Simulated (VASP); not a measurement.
AsSe2, 3 atoms in the cell. It takes space group R-3m (No. 166, trigonal). Conventional cell: a = 3.866 Å, b = 3.866 Å, c = 17.515 Å, α = 90.00°, β = 90.00°, γ = 120.00°. Within 3.5 Å of As (site symmetry -3m) lie 6 Se at 2.67 Å. Se (site symmetry 3m) has 3 As at 2.67 Å within 3.5 Å. 

| Quantity | Value |
| --- | --- |
| Program | VASP 6.6.1 |
| Task | relaxation of cell and atoms |
| Functional | PBE |
| Potentials or basis | VASP PAW PBE potentials, release 64 (As, Se) |
| Cutoff | 600 eV |
| k mesh | 6 × 6 × 6 |
| Occupations | gaussian, width 0.1 eV |
| Spin | no spin polarisation |
| Dipole correction | no |
| Further INCAR settings | ALGO = Normal; EDIFF = 1e-06; IBRION = 2; EDIFFG = -0.04; NSW = 90; ISIF = 3 |

Potentials or basis: VASP PAW PBE potentials, release 64 (As, Se).

Launch:

```sh
$ cat potpaw_PBE.64/As/POTCAR potpaw_PBE.64/Se/POTCAR > POTCAR
$ mpirun -np 1 vasp_std > vasp.out
```

Hardware: 1 thread of Intel Xeon 8259CL, on a shared host.

Problem. Estimate the wall time of this run.

Solution. Wall time 12 min on 1 thread of Intel Xeon 8259CL, with other jobs on the host, peak memory 0.39 GiB. Counts: scf iterations 71, k points 32, ion steps 10.
